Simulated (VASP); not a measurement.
A run of VASP 6.6.1 is set up as follows.

Contents of INCAR:

```
SYSTEM = SiO2
PREC = Accurate
ENCUT = 520
EDIFF = 1E-8
ISMEAR = -1
SIGMA = 0.02
LREAL = Auto
LASPH = .True.
NELM = 100
ALGO = Normal
ISIF = 2
LWAVE = .False.
LCHARG = .False.
GGA = PE
LEFG = .True.
NBANDS = 120
```

The input KPOINTS:

```
Automatic mesh
0
Gamma
  3 3 3
  0 0 0
```

File POSCAR:

```
SiO2
1.0
    6.7984988707      3.9251151531      4.9453227949
   -6.7984988707      3.9251151531      4.9453227949
    0.0000000000     -7.8502303062      4.9453227949
Si O
12 24
Direct
    0.3342762193      0.1054204825      0.8752381862
    0.1054204825      0.8752381862      0.3342762193
    0.8752381862      0.3342762193      0.1054204825
    0.1247618138      0.8945795175      0.6657237807
    0.8945795175      0.6657237807      0.1247618138
    0.6657237807      0.1247618138      0.8945795175
    0.6657237807      0.8945795175      0.1247618138
    0.8945795175      0.1247618138      0.6657237807
    0.1247618138      0.6657237807      0.8945795175
    0.8752381862      0.1054204825      0.3342762193
    0.1054204825      0.3342762193      0.8752381862
    0.3342762193      0.8752381862      0.1054204825
    0.2631181805      0.0000000000      0.7368818195
    0.0000000000      0.7368818195      0.2631181805
    0.7368818195      0.2631181805      0.0000000000
    0.7368818195      0.0000000000      0.2631181805
    0.0000000000      0.2631181805      0.7368818195
    0.2631181805      0.7368818195      0.0000000000
    0.6744800195      0.9761431857      0.9761431857
    0.9761431857      0.9761431857      0.6744800195
    0.9761431857      0.6744800195      0.9761431857
    0.0238568143      0.0238568143      0.3255199805
    0.0238568143      0.3255199805      0.0238568143
    0.3255199805      0.0238568143      0.0238568143
    0.2518120148      0.8933184751      0.2518120148
    0.2518120148      0.2518120148      0.8933184751
    0.8933184751      0.2518120148      0.2518120148
    0.1066815249      0.7481879852      0.7481879852
    0.7481879852      0.1066815249      0.7481879852
    0.7481879852      0.7481879852      0.1066815249
    0.5000000000      0.8469655168      0.1530344832
    0.1530344832      0.5000000000      0.8469655168
    0.8469655168      0.1530344832      0.5000000000
    0.5000000000      0.1530344832      0.8469655168
    0.8469655168      0.5000000000      0.1530344832
    0.1530344832      0.8469655168      0.5000000000
```

Potentials or basis: VASP PAW PBE potentials, release 64 (Si, O).

Command:

```bash
$ cat potpaw_PBE.64/Si/POTCAR potpaw_PBE.64/O/POTCAR > POTCAR
$ mpirun -np 1 vasp_std > vasp.out
```

(1) Predict the largest force.

(2) What does it give for the band gap on the k mesh?

(3) Estimate the pressure.

Answers

(1) 0.048 eV/Å.

(2) 5.78 eV (least direct gap 5.81 eV).

(3) 1.6 GPa.

Caveat: without QUAD_EFG the Cq values of the log hold for a quadrupole moment of 1 mb, not for the nuclei.
